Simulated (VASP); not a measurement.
Input of a VASP 6.6.1 run:

Contents of INCAR:

```
SYSTEM = Ag
PREC     = Accurate       ! precision mode
ENCUT    = 520            ! plane-wave cutoff, eV
EDIFF    = 1E-6           ! SCF threshold, eV
ISMEAR   = -1             ! smearing method
SIGMA    = 0.1            ! smearing width, eV
LREAL    = .FALSE.        ! projectors in reciprocal space
LASPH    = .TRUE.         ! aspherical terms in the spheres
NELM     = 60             ! most SCF steps
ALGO     = Normal         ! electronic algorithm
ISIF     = 2              ! what is computed and relaxed
LWAVE    = .FALSE.        ! write WAVECAR
LCHARG   = .TRUE.         ! write CHGCAR
GGA      = PS             ! functional
LELF     = .TRUE.         ! ELF
LVHAR    = .TRUE.       
NBANDS   = 12             ! bands
```

The input KPOINTS:

```
Automatic mesh
0
G
  15 15 15
  0 0 0
```

POSCAR

```
Ag
1.0
   -1.6547485015      1.6547485015      1.6547485015
    1.6547485015     -1.6547485015      1.6547485015
    1.6547485015      1.6547485015     -1.6547485015
Ag
1
Direct
    0.0000000000      0.0000000000      0.0000000000
```

Potentials or basis: VASP PAW PBE potentials, release 64 (Ag).

The run is started by

```bash
$ cat potpaw_PBE.64/Ag/POTCAR > POTCAR
$ mpirun -np 1 vasp_std > vasp.out
```

Predict the pressure.

-7.4 GPa.

Caveat: the PAW data sets were made with another functional, which shifts forces and pressure a little.
